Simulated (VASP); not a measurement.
# NbSi (Pm-3m) in VASP: further runs, part 2 of 2

VASP 6.6.1. The steps go on from the part before.

## (3) Single point, r2SCAN+U

This run uses another cell than the first one, of 15.58 Å³/atom, 0.991 times its volume.

File POSCAR:

```
NbSi
1.0
    3.1470580799      0.0000000000      0.0000000000
    0.0000000000      3.1470580799      0.0000000000
    0.0000000000      0.0000000000      3.1470580799
Nb Si
1 1
Direct
    0.0000000000      0.0000000000      0.0000000000
    0.5000000000      0.5000000000      0.5000000000
```

File INCAR.step1:

```
SYSTEM = NbSi
PREC = Accurate
ENCUT = 520
ISMEAR = -1
SIGMA = 0.05
LREAL = .FALSE.
LASPH = .TRUE.
NELM = 150
LMAXMIX = 4
LDAU = .TRUE.
LDAUTYPE = 2
LDAUL = 2 -1
LDAUU = 1 0
LDAUJ = 0 0
NBANDS = 16
GGA = PE
ALGO = Normal
EDIFF = 1E-4
LWAVE = .TRUE.
LCHARG = .FALSE.
```

File INCAR.step2:

```
SYSTEM = NbSi
PREC = Accurate
ENCUT = 520
EDIFF = 1E-7
ISMEAR = -1
SIGMA = 0.05
LREAL = .FALSE.
LASPH = .TRUE.
NELM = 150
ALGO = Normal
ISIF = 2
LWAVE = .FALSE.
LCHARG = .TRUE.
LMAXMIX = 4
LDAU = .TRUE.
LDAUTYPE = 2
LDAUL = 2 -1
LDAUU = 1 0
LDAUJ = 0 0
LDAUPRINT = 1
METAGGA = R2SCAN
LMIXTAU = .TRUE.
LELF = .TRUE.
LVHAR = .TRUE.
NBANDS = 16
ISTART = 1
```

File KPOINTS:

```
Automatic mesh
0
G
  8 8 8
  0 0 0
```

Potentials or basis: VASP PAW PBE potentials, release 64 (Nb_sv, Si).

Run with:

```sh
> cat potpaw_PBE.64/Nb_sv/POTCAR potpaw_PBE.64/Si/POTCAR > POTCAR
> cp INCAR.step1 INCAR
> mpirun -np 1 vasp_std > vasp.out
> cp INCAR.step2 INCAR
> mpirun -np 1 vasp_std > vasp.out
```

OUTCAR:

```text
SYSTEM = NbSi
   PREC = Accurate
   ENCUT = 520
   EDIFF = 1E-7
   ISMEAR = -1
   LREAL = .FALSE.
   LASPH = .TRUE.
   NELM = 150
   ISIF = 2
   METAGGA = R2SCAN
   ISTART = 1

 ion  position               nearest neighbor table
   1  0.000  0.000  0.000-   2 2.73   2 2.73   2 2.73   2 2.73   2 2.73   2 2.73   2 2.73   2 2.73

   2  0.500  0.500  0.500-   1 2.73   1 2.73   1 2.73   1 2.73   1 2.73   1 2.73   1 2.73   1 2.73

  LATTYP: Found a simple cubic cell.
 ALAT       =     3.1470580799

  Lattice vectors:

 A1 = (   3.1470580799,   0.0000000000,   0.0000000000)
 A2 = (   0.0000000000,   3.1470580799,   0.0000000000)
 A3 = (   0.0000000000,   0.0000000000,   3.1470580799)

Analysis of symmetry for initial positions (statically):
=====================================================================
 Subroutine PRICEL returns:
 Original cell was already a primitive cell.

 Routine SETGRP: Setting up the symmetry group for a
 simple cubic supercell.

 Subroutine GETGRP returns: Found 48 space group operations
 (whereof 48 operations were pure point group operations)
 out of a pool of 48 trial point group operations.

The static configuration has the point symmetry O_h .

Analysis of symmetry for dynamics (positions and initial velocities):
=====================================================================
 Subroutine PRICEL returns:
 Original cell was already a primitive cell.

 Routine SETGRP: Setting up the symmetry group for a
 simple cubic supercell.

 Subroutine GETGRP returns: Found 48 space group operations
 (whereof 48 operations were pure point group operations)
 out of a pool of 48 trial point group operations.

The dynamic configuration has the point symmetry O_h .

 Subroutine INISYM returns: Found 48 space group operations
 (whereof 48 operations are pure point group operations),
 and found     1 'primitive' translations

----------------------------------------------------------------------------------------

                                     Primitive cell

  volume of cell :      31.1684

  direct lattice vectors                    reciprocal lattice vectors
     3.147058080  0.000000000  0.000000000     0.317757084  0.000000000  0.000000000
     0.000000000  3.147058080  0.000000000     0.000000000  0.317757084  0.000000000
     0.000000000  0.000000000  3.147058080     0.000000000  0.000000000  0.317757084

  length of vectors
     3.147058080  3.147058080  3.147058080     0.317757084  0.317757084  0.317757084

  position of ions in fractional coordinates (direct lattice)
     0.000000000  0.000000000  0.000000000
     0.500000000  0.500000000  0.500000000

  ion indices of the primitive-cell ions
   primitive index   ion index
[... 81 lines left out ...]
   ISYM   =      2    0-nonsym 1-usesym 2-fastsym
   POTIM  = 0.5000    time-step for ionic-motion
   TEBEG  =    0.0;   TEEND  =   0.0 temperature during run
   PSTRESS=    0.0 pullay stress
   NELECT =      17.0000    total number of electrons
   NUPDOWN=      -1.0000    fix difference up-down
   EMIN   =  10.00;   EMAX   =-10.00  energy-range for DOS
   EFERMI =   0.00;   METHOD = LEGACY
   ISMEAR =    -1;   SIGMA  =   0.05  broadening in eV -4-tet -1-fermi 0-gaus
   EFERMI_NEDOS =   21; number of points for ismear=-14 and -15
   IALGO  =     38    algorithm
   IMIX   =      4    mixing-type and parameters
     AMIX     =   0.40;   BMIX     =  1.00
     AMIX_MAG =   1.60;   BMIX_MAG =  1.00
  volume/ion in A,a.u.               =      15.58       105.17
  Fermi-wavevector in a.u.,A,eV,Ry     =   1.337580  2.527659 24.342453  1.789120
  Thomas-Fermi vector in A             =   2.466117
   LORBIT       =      0    0 simple, 1 ext, 2 COOP (PROOUT), +10 PAW based schemes
 LDA+U is selected, type is set to LDAUTYPE =  2
   angular momentum for each species LDAUL =     2   -1
   U (eV)           for each species LDAUU =   1.0  0.0
   J (eV)           for each species LDAUJ =   0.0  0.0
   METAGGA = R2SCAN    functional components
   LHFCALC =     F    Hartree Fock is set to
   AEXX    =    0.0000 exact exchange contribution
   IVDW    =     0    specifies the selected vdW correction
   LEPSILON=     F    determine dielectric tensor
   LRPA    =     F    only Hartree local field effects (RPA)
 non-spin polarized calculation
  energy-cutoff  :      520.00
  volume of cell :       31.17
 maximum number of plane-waves:       860
 NGX is ok and might be reduce to    24
   NGX = 11   NGY = 11   NGZ = 11

atom =   1  type =  1  l = 2

 onsite density matrix

spin component  1

  0.2177  0.0000  0.0000  0.0000  0.0000
  0.0000  0.2177 -0.0000  0.0000 -0.0000
  0.0000 -0.0000  0.2922 -0.0000 -0.0000
  0.0000  0.0000 -0.0000  0.2177 -0.0000
  0.0000 -0.0000 -0.0000 -0.0000  0.2922

spin component  2

  0.2177  0.0000  0.0000  0.0000  0.0000
  0.0000  0.2177 -0.0000  0.0000 -0.0000
  0.0000 -0.0000  0.2922 -0.0000 -0.0000
  0.0000  0.0000 -0.0000  0.2177 -0.0000
  0.0000 -0.0000 -0.0000 -0.0000  0.2922

 occupancies and eigenvectors

  o =  0.2177  v =  0.0000  0.9516  0.0000 -0.3074 -0.0000  0.0000  0.0000  0.0000  0.0000  0.0000      0.0000  0.0000  0.0000  0.0000  0.0000  0.0000  0.0000  0.0000  0.0000  0.0000
  o =  0.2177  v =  0.0000  0.0000  0.0000  0.0000  0.0000  0.0000  0.9516  0.0000 -0.3074 -0.0000      0.0000  0.0000  0.0000  0.0000  0.0000  0.0000  0.0000  0.0000  0.0000  0.0000
  o =  0.2177  v =  1.0000  0.0000  0.0000  0.0000  0.0000  0.0000  0.0000  0.0000  0.0000  0.0000      0.0000  0.0000  0.0000  0.0000  0.0000  0.0000  0.0000  0.0000  0.0000  0.0000
  o =  0.2177  v =  0.0000  0.0000  0.0000  0.0000  0.0000  1.0000  0.0000  0.0000  0.0000  0.0000      0.0000  0.0000  0.0000  0.0000  0.0000  0.0000  0.0000  0.0000  0.0000  0.0000
  o =  0.2177  v =  0.0000  0.3074  0.0000  0.9516  0.0000  0.0000  0.0000  0.0000  0.0000  0.0000      0.0000  0.0000  0.0000  0.0000  0.0000  0.0000  0.0000  0.0000  0.0000  0.0000
  o =  0.2177  v =  0.0000  0.0000  0.0000  0.0000  0.0000  0.0000  0.3074  0.0000  0.9516  0.0000      0.0000  0.0000  0.0000  0.0000  0.0000  0.0000  0.0000  0.0000  0.0000  0.0000
  o =  0.2922  v =  0.0000  0.0000  0.0000  0.0000  0.0000  0.0000  0.0000 -0.9990  0.0000 -0.0447      0.0000  0.0000  0.0000  0.0000  0.0000  0.0000  0.0000  0.0000  0.0000  0.0000
  o =  0.2922  v =  0.0000  0.0000 -0.9990  0.0000 -0.0447  0.0000  0.0000  0.0000  0.0000  0.0000      0.0000  0.0000  0.0000  0.0000  0.0000  0.0000  0.0000  0.0000  0.0000  0.0000
  o =  0.2922  v =  0.0000  0.0000 -0.0447 -0.0000  0.9990  0.0000  0.0000  0.0000  0.0000  0.0000      0.0000  0.0000  0.0000  0.0000  0.0000  0.0000  0.0000  0.0000  0.0000  0.0000
  o =  0.2922  v =  0.0000  0.0000  0.0000  0.0000  0.0000  0.0000  0.0000 -0.0447 -0.0000  0.9990      0.0000  0.0000  0.0000  0.0000  0.0000  0.0000  0.0000  0.0000  0.0000  0.0000

 number of electron      17.0000003 magnetization

 Free energy of the ion-electron system (eV)
  ---------------------------------------------------
  ext. energy  EPLUGINS =         0.00000000
  ---------------------------------------------------
  free energy    TOTEN  =       -32.96990051 eV

  energy without entropy =      -32.95406667  energy(sigma->0) =      -32.96198359

 E-fermi :  11.3866     XC(G=0): -13.0971

 val. band max:       11.3173378673   @ k =   0.2500   0.0000   0.0000
 cond. band min:      11.3895737252   @ k =   0.2500   0.1250   0.0000
 fundamental gap:      0.0722358580
 Fermi energy:        11.3865500896

 k-point     1 :       0.0000    0.0000    0.0000
  band No.  band energies     occupation
      1     -45.2710      2.00000
      2     -20.4504      2.00000
      3     -20.4504      2.00000
      4     -20.4504      2.00000
      5      -0.5096      2.00000
      6       8.4585      2.00000
[... 433 lines left out ...]
      3     -20.7821      2.00000
      4     -20.4329      2.00000
      5       3.0810      2.00000
      6       6.9754      2.00000
[... 8 lines left out ...]
     15      22.3717      0.00000
     16      23.7391      0.00000

 [... further k-points ...]
[... 5 lines left out ...]
  --------------------------------------------------------------------------------------
  -------------------------------------------------------------------------------------
  Total        0.1722233      0.1722233      0.1722233      0.0000000      0.0000000      0.0000000
  in kB        8.8529561      8.8529561      8.8529561      0.0000000      0.0000000      0.0000000
  external PRESSURE =       8.8529561 kB  Pullay stress =       0.0000000 kB

 VOLUME and BASIS-vectors are now :
 -----------------------------------------------------------------------------
  energy-cutoff  :      520.00
  volume of cell :       31.17
      direct lattice vectors                 reciprocal lattice vectors
     3.147058080  0.000000000  0.000000000     0.317757084  0.000000000  0.000000000
     0.000000000  3.147058080  0.000000000     0.000000000  0.317757084  0.000000000
     0.000000000  0.000000000  3.147058080     0.000000000  0.000000000  0.317757084

 POSITION                                       TOTAL-FORCE (eV/Angst)
 -----------------------------------------------------------------------------------
      0.00000      0.00000      0.00000         0.000000      0.000000      0.000000
      1.57353      1.57353      1.57353         0.000000      0.000000      0.000000
 -----------------------------------------------------------------------------------
    total drift:                                0.000000      0.000000      0.000000

  FREE ENERGIE OF THE ION-ELECTRON SYSTEM (eV)
  ---------------------------------------------------
  free  energy   TOTEN  =       -32.9699005077 eV

  energy  without entropy=      -32.9540666674  energy(sigma->0) =      -32.96198359
```

Wall time 98 s (1 thread of AMD EPYC 7R13, shared host); peak memory 0.12 GiB.

What came out:

* Free energy: -32.9699 eV
* Pressure: 0.9 GPa

Levels at points of the mesh, in eV from the Fermi level:
| k point | band 4 | band 5 | band 6 | band 7 | band 8 | band 9 | band 10 | band 11 | band 12 | band 13 |
| --- | --- | --- | --- | --- | --- | --- | --- | --- | --- | --- |
| (0.00, 0.00, 0.00) | -31.84 | -11.90 | -2.93 | -2.93 | 2.53 | 2.53 | 2.53 | 2.54 | 2.54 | 2.54 |
| (0.50, 0.00, 0.00) | -31.79 | -8.58 | -6.87 | -1.66 | -1.08 | -1.08 | 3.05 | 4.44 | 5.45 | 9.35 |
| (0.50, 0.50, 0.00) | -31.75 | -8.50 | -3.31 | -3.31 | -2.41 | 0.44 | 0.44 | 4.41 | 4.96 | 5.09 |
| (0.50, 0.50, 0.50) | -32.17 | -5.50 | -5.50 | -5.50 | -4.00 | 3.87 | 3.87 | 3.87 | 4.56 | 4.56 |

Eigenvalues of the final occupation matrices:
| site | spin | trace | eigenvalues |
| --- | --- | --- | --- |
| site 1 d | 1 | 1.24 | 0.22 0.22 0.22 0.29 0.29 |
| site 1 d | 2 | 1.24 | 0.22 0.22 0.22 0.29 0.29 |

Caveat: the PAW data sets were made with another functional, which shifts forces and pressure a little; U without spin polarisation on a metal has little footing; the U is typed as a test and isn't derived for this compound.

## (4) Single point, r2SCAN+U

This run uses another cell than the first one, of 15.63 Å³/atom, 0.994 times its volume.

File POSCAR:

```
NbSi
1.0
    3.1500291215      0.0000000000      0.0000000000
    0.0000000000      3.1500291215      0.0000000000
    0.0000000000      0.0000000000      3.1500291215
Nb Si
1 1
Direct
    0.0000000000      0.0000000000      0.0000000000
    0.5000000000      0.5000000000      0.5000000000
```

File INCAR.step1:

```
PREC = Accurate ; ENCUT = 520
ISMEAR = -1 ; SIGMA = 0.05
LREAL = F ; LASPH = T
NELM = 150 ; LMAXMIX = 4
LDAU = T ; LDAUTYPE = 2
LDAUL = 2 -1 ; LDAUU = 2 0
LDAUJ = 0 0 ; NBANDS = 16
GGA = PE ; ALGO = Normal
EDIFF = 1E-4 ; LWAVE = T
LCHARG = F
```

File INCAR.step2:

```
PREC = Accurate ; ENCUT = 520
EDIFF = 1E-7 ; ISMEAR = -1
SIGMA = 0.05 ; LREAL = F
LASPH = T ; NELM = 150
ALGO = Normal ; ISIF = 2
LWAVE = F ; LCHARG = F
LMAXMIX = 4 ; LDAU = T
LDAUTYPE = 2 ; LDAUL = 2 -1
LDAUU = 2 0 ; LDAUJ = 0 0
LDAUPRINT = 1 ; METAGGA = R2SCAN
LMIXTAU = T ; NBANDS = 16
ISTART = 1
```

File KPOINTS:

```
regular mesh
0
Gamma
  8 8 8
```

Run with:

```sh
> cat potpaw_PBE.64/Nb_sv/POTCAR potpaw_PBE.64/Si/POTCAR > POTCAR
> cp INCAR.step1 INCAR
> mpirun -np 1 vasp_std > vasp.out
> cp INCAR.step2 INCAR
> mpirun -np 1 vasp_std > vasp.out
```

It took 2 min on 1 thread of AMD EPYC 7R13, shared host; peak memory 0.12 GiB.

The run converged. Its results:

| Item | Value |
| --- | --- |
| Free energy | -32.0579 eV |
| Pressure | 2.0 GPa |

Levels at points of the mesh, in eV from the Fermi level:
| k point | band 4 | band 5 | band 6 | band 7 | band 8 | band 9 | band 10 | band 11 | band 12 | band 13 |
| --- | --- | --- | --- | --- | --- | --- | --- | --- | --- | --- |
| (0.00, 0.00, 0.00) | -32.06 | -11.96 | -2.95 | -2.95 | 2.44 | 2.44 | 2.44 | 2.61 | 2.61 | 2.61 |
| (0.50, 0.00, 0.00) | -32.02 | -8.64 | -6.94 | -1.68 | -1.06 | -1.06 | 3.12 | 4.42 | 5.38 | 9.32 |
| (0.50, 0.50, 0.00) | -31.97 | -8.52 | -3.39 | -3.39 | -2.47 | 0.49 | 0.49 | 4.40 | 4.89 | 5.10 |
| (0.50, 0.50, 0.50) | -32.39 | -5.50 | -5.50 | -5.50 | -4.06 | 3.74 | 3.74 | 3.74 | 4.54 | 4.54 |

Eigenvalues of the final occupation matrices:
| site | spin | trace | eigenvalues |
| --- | --- | --- | --- |
| site 1 d | 1 | 1.19 | 0.21 0.21 0.21 0.29 0.29 |
| site 1 d | 2 | 1.19 | 0.21 0.21 0.21 0.29 0.29 |

Caveat: the PAW data sets were made with another functional, which shifts forces and pressure a little; U without spin polarisation on a metal has little footing; the U is typed as a test and isn't derived for this compound.

## (5) Single point, r2SCAN+U

This run uses another cell than the first one, of 15.69 Å³/atom, 0.998 times its volume.

File POSCAR:

```
NbSi
1.0
    3.1538646513      0.0000000000      0.0000000000
    0.0000000000      3.1538646513      0.0000000000
    0.0000000000      0.0000000000      3.1538646513
Nb Si
1 1
Direct
    0.0000000000      0.0000000000      0.0000000000
    0.5000000000      0.5000000000      0.5000000000
```

File INCAR.step1:

```
ALGO = Normal ; EDIFF = 1E-4
ENCUT = 520 ; GGA = PE
ISMEAR = -1 ; LASPH = True
LCHARG = False ; LDAU = True
LDAUJ = 0 0 ; LDAUL = 2 -1
LDAUTYPE = 2 ; LDAUU = 3 0
LMAXMIX = 4 ; LREAL = False
LWAVE = True ; NBANDS = 16
NELM = 150 ; PREC = Accurate
SIGMA = 0.05
```

File INCAR.step2:

```
ALGO = Normal ; EDIFF = 1E-6
ENCUT = 520 ; ISIF = 2
ISMEAR = -1 ; ISTART = 1
LASPH = True ; LCHARG = False
LDAU = True ; LDAUJ = 0 0
LDAUL = 2 -1 ; LDAUPRINT = 1
LDAUTYPE = 2 ; LDAUU = 3 0
LMAXMIX = 4 ; LMIXTAU = True
LREAL = False ; LWAVE = False
METAGGA = R2SCAN ; NBANDS = 16
NELM = 150 ; PREC = Accurate
SIGMA = 0.05
```

File KPOINTS:

```
k-points
0
Gamma
  8 8 8
```

Run with:

```sh
> cat potpaw_PBE.64/Nb_sv/POTCAR potpaw_PBE.64/Si/POTCAR > POTCAR
> cp INCAR.step1 INCAR
> mpirun -np 1 vasp_std > vasp.out
> cp INCAR.step2 INCAR
> mpirun -np 1 vasp_std > vasp.out
```

Wall time 1.8 min (1 thread of AMD EPYC 7R13, shared host); peak memory 0.12 GiB.

Results (log left out):

```
Free energy : -31.1706 eV
Pressure    : 3.0 GPa
```

Levels at points of the mesh, in eV from the Fermi level:
```tsv
k point	band 6	band 7	band 8	band 9	band 10	band 11
(0.00, 0.00, 0.00)	-2.97	-2.97	2.37	2.37	2.37	2.68
(0.50, 0.00, 0.00)	-7.01	-1.70	-1.03	-1.03	3.19	4.39
(0.50, 0.50, 0.00)	-3.47	-3.47	-2.52	0.54	0.54	4.38
(0.50, 0.50, 0.50)	-5.49	-5.49	-4.11	3.61	3.61	3.61
```

Eigenvalues of the final occupation matrices:
| site | spin | trace | eigenvalues |
| --- | --- | --- | --- |
| site 1 d | 1 | 1.15 | 0.20 0.20 0.20 0.28 0.28 |
| site 1 d | 2 | 1.15 | 0.20 0.20 0.20 0.28 0.28 |

Caveat: the PAW data sets were made with another functional, which shifts forces and pressure a little; U without spin polarisation on a metal has little footing; the U is typed as a test and isn't derived for this compound.

## (6) Overview

```csv
level,U,cell,gap on the mesh (eV),pressure (GPa)
r2SCAN,-,"a = 3.156 Å, 2 atoms",none,-2.2
r2SCAN+U,Nb d U = 1.0 eV,"a = 3.147 Å, 2 atoms",none,0.9
r2SCAN+U,Nb d U = 2.0 eV,"a = 3.150 Å, 2 atoms",none,2.0
r2SCAN+U,Nb d U = 3.0 eV,"a = 3.154 Å, 2 atoms",none,3.0
```

Alike in all rows: task single point; potentials or basis VASP PAW PBE potentials, release 64 (Nb_sv, Si); no spin polarisation; k mesh 8 × 8 × 8; cutoff (eV) 520; smearing fermi-dirac 0.05 eV.

Caveats: the PAW data sets were made with another functional, which shifts forces and pressure a little; U without spin polarisation on a metal has little footing (some runs); the U is typed as a test and isn't derived for this compound (some runs).

Absolute energies hang on the potentials; compare differences alone.
